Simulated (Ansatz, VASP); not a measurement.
# One calculation of BaTiO3, two programs

```xyz
5
Lattice="2.7943 1.6133 2.2861 -2.7943 1.6133 2.2861 0.0000 -3.2266 2.2861" Properties=species:S:1:pos:R:3 pbc="T T T"
Ba    0.0000    0.0000   -0.0369
Ti    0.0000    0.0000    3.3956
O    -1.3963    0.8061    4.5296
O     0.0000   -1.6123    4.5296
O     1.3963    0.8061    4.5296
```

Change from the starting cell: equal strain along all axes, cell held, atoms relaxed: -1.5 %.

Alike in both runs: functional r2SCAN; k mesh 6 × 6 × 6; occupations gaussian, width 0.02 eV; no spin polarisation; Hubbard terms Ti d U = 4.0 eV.

Ansatz relaxed the structure, and its values are those at the end. VASP's run is a single point on that final structure, the one shown.

|  | VASP | Ansatz |
| --- | --- | --- |
| version | VASP 6.6.1 | Ansatz 0.2.0 |
| potentials or method | VASP PAW PBE potentials, release 64 (Ba_sv, Ti_sv, O), cutoff 520 eV | scalar-relativistic, plane waves, PAW |
| valence electrons in the cell | 40 | 40 |

|  | VASP | Ansatz | Ansatz less VASP |
| --- | --- | --- | --- |
| gap on the k mesh at the Fermi level (eV) | 2.76 | 2.77 | +0.010 |
| least direct gap on the mesh (eV) | 2.92 | 2.88 | -0.036 |
| pressure (GPa) | 11.7 | 7.3 | -4.44 |
| rms of the force components (eV/Å) | 0.020 | 0.004 | -0.0159 |

VASP's potentials were made for PBE, not for r2SCAN. The programs project onto different local orbitals, so the same U acts differently, and such runs can settle in different states. Ansatz's warnings: stress scf threshold loose.

Neither program's run includes spin-orbit coupling.
